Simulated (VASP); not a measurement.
# LiFeSe2Cl6 (Fm-3m) in VASP: a series of runs

The runs below take LiFeSe2Cl6 through single point, with PBE.

All numbers are computed with VASP 6.6.1; they aren't measurements. Logs are shortened: lines on timing, memory, paths and dates and some standing lists are left out, and cuts for length are marked.

## Step 1: The cell of the first run

The structure is cubic, space group Fm-3m (No. 225). Conventional cell: a = 9.672 Å, b = 9.672 Å, c = 9.672 Å, α = 90.00°, β = 90.00°, γ = 90.00°. Se (site symmetry -43m) has 12 Cl at 3.42 Å and 4 Fe at 4.19 Å and 4 Li at 4.19 Å within 4.5 Å. Within 2.9 Å of Fe (site symmetry m-3m) lie 6 Cl at 2.23 Å. Within 2.9 Å of Cl (site symmetry 4mm) lie 1 Fe at 2.23 Å and 1 Li at 2.61 Å. Li (site symmetry m-3m) has 6 Cl at 2.61 Å within 3.4 Å.

## Step 2: Single point, PBE, collinear spin, ferromagnetic start

INCAR reads:

```
ALGO = Normal
EDIFF = 1E-7
ENCUT = 520
GGA = PE
ISIF = 2
ISMEAR = -1
ISPIN = 2
LASPH = T
LCHARG = T
LELF = T
LMAXMIX = 4
LORBIT = 11
LREAL = F
LVHAR = T
LWAVE = F
MAGMOM = 0 0 4 0 0 0 0 0 0 0
NBANDS = 48
NELM = 150
PREC = Accurate
SIGMA = 0.1
```

KPOINTS reads:

```
k-points
0
Gamma
  4 4 4
```

POSCAR reads:

```
LiFeSe2Cl6
1.0
    0.0000000000      4.8359149300      4.8359149300
    4.8359149300      0.0000000000      4.8359149300
    4.8359149300      4.8359149300      0.0000000000
Se Fe Cl Li
2 1 6 1
Direct
    0.7500000000      0.7500000000      0.7500000000
    0.2500000000      0.2500000000      0.2500000000
    0.0000000000      0.0000000000      0.0000000000
    0.7696000000      0.7696000000      0.2304000000
    0.2304000000      0.2304000000      0.7696000000
    0.2304000000      0.7696000000      0.7696000000
    0.7696000000      0.2304000000      0.2304000000
    0.7696000000      0.2304000000      0.7696000000
    0.2304000000      0.7696000000      0.2304000000
    0.5000000000      0.5000000000      0.5000000000
```

Potentials or basis: VASP PAW PBE potentials, release 64 (Se, Fe, Cl, Li_sv).

Started as:

```bash
> cat potpaw_PBE.64/Se/POTCAR potpaw_PBE.64/Fe/POTCAR potpaw_PBE.64/Cl/POTCAR potpaw_PBE.64/Li_sv/POTCAR > POTCAR
> mpirun -np 1 vasp_std > vasp.out
```

OUTCAR:

```text
EDIFF = 1E-7
   ENCUT = 520
   GGA = PE
   ISIF = 2
   ISMEAR = -1
   ISPIN = 2
   LASPH = T
   LORBIT = 11
   LREAL = F
   NELM = 150
   PREC = Accurate

 ion  position               nearest neighbor table
   1  0.750  0.750  0.750-
   2  0.250  0.250  0.250-
   3  0.000  0.000  0.000-   4 2.23   5 2.23   6 2.23   7 2.23   8 2.23   9 2.23
   4  0.770  0.770  0.230-   3 2.23  10 2.61
   5  0.230  0.230  0.770-   3 2.23  10 2.61
   6  0.230  0.770  0.770-   3 2.23  10 2.61
   7  0.770  0.230  0.230-   3 2.23  10 2.61
   8  0.770  0.230  0.770-   3 2.23  10 2.61
   9  0.230  0.770  0.230-   3 2.23  10 2.61
  10  0.500  0.500  0.500-   4 2.61   5 2.61   6 2.61   7 2.61   8 2.61   9 2.61

  LATTYP: Found a face centered cubic cell.
 ALAT       =     9.6718298600

  Lattice vectors:

 A1 = (   0.0000000000,   4.8359149300,   4.8359149300)
 A2 = (   4.8359149300,   0.0000000000,   4.8359149300)
 A3 = (   4.8359149300,   4.8359149300,   0.0000000000)

Analysis of symmetry for initial positions (statically):
=====================================================================
 Subroutine PRICEL returns:
 Original cell was already a primitive cell.

 Routine SETGRP: Setting up the symmetry group for a
 face centered cubic supercell.

 Subroutine GETGRP returns: Found 48 space group operations
 (whereof 48 operations were pure point group operations)
 out of a pool of 48 trial point group operations.

The static configuration has the point symmetry O_h .

Analysis of symmetry for dynamics (positions and initial velocities):
=====================================================================
 Subroutine PRICEL returns:
 Original cell was already a primitive cell.

 Routine SETGRP: Setting up the symmetry group for a
 face centered cubic supercell.

 Subroutine GETGRP returns: Found 48 space group operations
 (whereof 48 operations were pure point group operations)
 out of a pool of 48 trial point group operations.

The dynamic configuration has the point symmetry O_h .

Analysis of structural, dynamic, and magnetic symmetry:
=====================================================================
 Subroutine PRICEL returns:
 Original cell was already a primitive cell.

 Routine SETGRP: Setting up the symmetry group for a
[... 151 lines left out ...]
  free energy    TOTEN  =       -29.72563781 eV

  energy without entropy =      -29.36167163  energy(sigma->0) =      -29.54365472

 E-fermi :   1.7721     XC(G=0):  -8.9578

 val. band max:        1.7681424855   @ k =  -0.2500   0.5000   0.2500
 cond. band min:       1.7966025725   @ k =   0.5000   0.2500   0.0000
 fundamental gap:      0.0284600869
 Fermi energy:         1.7721486721

 spin component 1

 k-point     1 :       0.0000    0.0000    0.0000
  band No.  band energies     occupation
      1     -44.3594      1.00000
      2     -13.8323      1.00000
      3     -12.8828      1.00000
      4     -12.8828      1.00000
      5     -12.8828      1.00000
      6     -12.6119      1.00000
[... 365 lines left out ...]
     43      10.7387      0.00000
     44      10.7387      0.00000
 Fermi energy:         1.7721486721

 spin component 2

 k-point     1 :       0.0000    0.0000    0.0000
  band No.  band energies     occupation
      1     -44.3592      1.00000
      2     -13.8409      1.00000
      3     -12.8909      1.00000
      4     -12.8909      1.00000
      5     -12.8909      1.00000
      6     -12.6208      1.00000
[... 365 lines left out ...]
     43      10.7228      0.00000
     44      10.7228      0.00000
 [bands above 44 left out]

------------------------ aborting loop because EDIFF is reached ----------------------------------------

  FORCE on cell =-STRESS in cart. coord.  units (eV):
  Direction    XX          YY          ZZ          XY          YZ          ZX
  --------------------------------------------------------------------------------------
  -------------------------------------------------------------------------------------
  Total       -2.6081790     -2.6081790     -2.6081790      0.0000000     -0.0000000     -0.0000000
  in kB      -18.4748968    -18.4748968    -18.4748968      0.0000000     -0.0000000     -0.0000000
  external PRESSURE =     -18.4748968 kB  Pullay stress =       0.0000000 kB

 VOLUME and BASIS-vectors are now :
 -----------------------------------------------------------------------------
  energy-cutoff  :      520.00
  volume of cell :      226.19
      direct lattice vectors                 reciprocal lattice vectors
     0.000000000  4.835914930  4.835914930    -0.103393051  0.103393051  0.103393051
     4.835914930  0.000000000  4.835914930     0.103393051 -0.103393051  0.103393051
     4.835914930  4.835914930  0.000000000     0.103393051  0.103393051 -0.103393051

 POSITION                                       TOTAL-FORCE (eV/Angst)
 -----------------------------------------------------------------------------------
      7.25387      7.25387      7.25387         0.000000     -0.000000      0.000000
      2.41796      2.41796      2.41796         0.000000      0.000000      0.000000
      0.00000      0.00000      0.00000         0.000000      0.000000      0.000000
      4.83591      4.83591      7.44344         0.000000      0.000000     -0.164472
      4.83591      4.83591      2.22839         0.000000      0.000000      0.164472
      7.44344      4.83591      4.83591        -0.164472      0.000000      0.000000
      2.22839      4.83591      4.83591         0.164472      0.000000      0.000000
      4.83591      7.44344      4.83591         0.000000     -0.164472      0.000000
      4.83591      2.22839      4.83591         0.000000      0.164472      0.000000
      4.83591      4.83591      4.83591         0.000000      0.000000      0.000000
 -----------------------------------------------------------------------------------
    total drift:                               -0.000000     -0.000000      0.000000

  FREE ENERGIE OF THE ION-ELECTRON SYSTEM (eV)
  ---------------------------------------------------
  free  energy   TOTEN  =       -29.7256378118 eV

  energy  without entropy=      -29.3616716271  energy(sigma->0) =      -29.54365472

 total charge

# of ion       s       p       d       tot
------------------------------------------
    1        1.529   1.965   0.008   3.502
    2        1.529   1.965   0.008   3.502
    3        0.382   0.562   6.265   7.209
    4        1.610   3.455   0.000   5.065
    5        1.610   3.455   0.000   5.065
    6        1.610   3.455   0.000   5.065
    7        1.610   3.455   0.000   5.065
    8        1.610   3.455   0.000   5.065
    9        1.610   3.455   0.000   5.065
   10        2.000   0.024   0.000   2.024
--------------------------------------------------
tot         15.097  25.249   6.280  46.626

 magnetization (x)

# of ion       s       p       d       tot
------------------------------------------
    1       -0.001  -0.034  -0.000  -0.035
    2       -0.001  -0.034  -0.000  -0.035
    3       -0.001  -0.001  -0.145  -0.146
    4       -0.000  -0.007   0.000  -0.007
    5       -0.000  -0.007   0.000  -0.007
    6       -0.000  -0.007   0.000  -0.007
    7       -0.000  -0.007   0.000  -0.007
    8       -0.000  -0.007   0.000  -0.007
    9       -0.000  -0.007   0.000  -0.007
   10        0.000   0.000   0.000   0.000
--------------------------------------------------
tot         -0.003  -0.109  -0.145  -0.257
```

It took 9.1 min on 1 thread of Intel Xeon Platinum 8488C (Sapphire Rapids), shared host; peak memory 0.58 GiB.

Results:

- Free energy: -29.7256 eV
- Largest force: 0.164 eV/Å
- Net moment: -0.30 μB per cell
- Site moments: Se -0.04; Fe -0.15; Cl -0.01; Li +0.00 μB
- Valence electrons inside the program's atomic spheres: Se 3.50; Fe 7.21; Cl 5.07; Li 2.02

Forces in eV/Å, atoms in the order of the input:
```
Se   0.000  0.000  0.000
Se   0.000  0.000  0.000
Fe   0.000  0.000  0.000
Cl   0.000  0.000 -0.164
Cl   0.000  0.000  0.164
Cl  -0.164  0.000  0.000
Cl   0.164  0.000  0.000
Cl   0.000 -0.164  0.000
Cl   0.000  0.164  0.000
Li   0.000  0.000  0.000
```

Levels at points of the mesh, in eV from the Fermi level:
Spin up:
| k point | band 28 | band 29 | band 30 | band 31 | band 32 | band 33 | band 34 | band 35 | band 36 | band 37 |
| --- | --- | --- | --- | --- | --- | --- | --- | --- | --- | --- |
| (0.00, 0.00, 0.00) | -0.99 | -0.99 | -0.99 | 0.35 | 0.35 | 0.35 | 0.72 | 0.72 | 0.72 | 1.53 |
| (0.50, 0.00, 0.00) | -0.88 | -0.70 | -0.70 | -0.70 | -0.30 | 0.27 | 0.27 | 0.45 | 0.45 | 1.20 |
| (0.50, 0.50, 0.00) | -0.88 | -0.74 | -0.49 | -0.46 | -0.46 | 0.14 | 0.14 | 0.14 | 0.14 | 0.78 |
Spin down:
```csv
k point,band 28,band 29,band 30,band 31,band 32,band 33,band 34,band 35,band 36,band 37
"(0.00, 0.00, 0.00)",-1.12,-1.12,-1.12,0.31,0.31,0.31,0.66,0.66,0.66,1.47
"(0.50, 0.00, 0.00)",-0.94,-0.81,-0.81,-0.74,-0.43,0.23,0.23,0.39,0.39,1.13
"(0.50, 0.50, 0.00)",-0.93,-0.79,-0.63,-0.57,-0.57,0.08,0.08,0.11,0.11,0.71
```

Caveat: the cutoff is under 1.25 times the usual one of these potentials, so pressure, stress and relaxed cells hold a basis-set (Pulay) error; semilocal functionals often make such compounds metallic where correlation or magnetic order opens a gap, which also shifts bond lengths.

(Part 1 of 2 ends here.)
